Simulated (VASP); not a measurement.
Wanted: the native input for a VASP 6.6.1 run.

- Task: single point
- Functional: PBE
- Potentials or basis: VASP PAW PBE potentials, release 64 (Al, Ga_d, P)
- Cutoff: 520 eV
- k mesh: 4 × 4 × 4
- Occupations: gaussian, width 0.1 eV
- Spin: no spin polarisation
- Dipole correction: no
- Further INCAR settings: ALGO = Normal; EDIFF = 1e-06; NBANDS = 41

The structure of AlGa3P4 lies in POSCAR:

```
AlGa3P4
1.0
    5.3297780300      0.0000000000      0.0000000000
    0.0000000000      5.3297780300      0.0000000000
    0.0000000000      0.0000000000      5.3297780300
Al Ga P
1 3 4
Direct
    0.5000000000      0.5000000000      0.5000000000
    0.0000000000      0.0000000000      0.5000000000
    0.0000000000      0.5000000000      0.0000000000
    0.5000000000      0.0000000000      0.0000000000
    0.7500000000      0.7500000000      0.7500000000
    0.7500000000      0.2500000000      0.2500000000
    0.2500000000      0.7500000000      0.2500000000
    0.2500000000      0.2500000000      0.7500000000
```

These files were run (other wordings do the same):

INCAR

```
PREC     = Accurate       # precision mode
ENCUT    = 520            # plane-wave cutoff, eV
EDIFF    = 1E-6           # SCF threshold, eV
ISMEAR   = 0              # smearing method
SIGMA    = 0.1            # smearing width, eV
LREAL    = F              # projectors in reciprocal space
LASPH    = T              # aspherical terms in the spheres
NELM     = 100            # most SCF steps
ALGO     = Normal         # electronic algorithm
ISIF     = 2              # what is computed and relaxed
LWAVE    = F              # write WAVECAR
LCHARG   = F              # write CHGCAR
GGA      = PE             # functional
NBANDS   = 41             # bands
```

KPOINTS

```
regular mesh
0
Gamma
  4 4 4
```

Potentials or basis: VASP PAW PBE potentials, release 64 (Al, Ga_d, P).

Launch:

```console
$ cat potpaw_PBE.64/Al/POTCAR potpaw_PBE.64/Ga_d/POTCAR potpaw_PBE.64/P/POTCAR > POTCAR
$ mpirun -np 1 vasp_std > vasp.out
```

Results of the run:

```
Pressure               : 9.5 GPa
Band gap on the k mesh : 1.52 eV, direct
```

It took 41 s on 1 thread of Intel(R) Xeon(R) Platinum 8488C (Sapphire Rapids), on a shared host, peak memory 0.25 GiB.
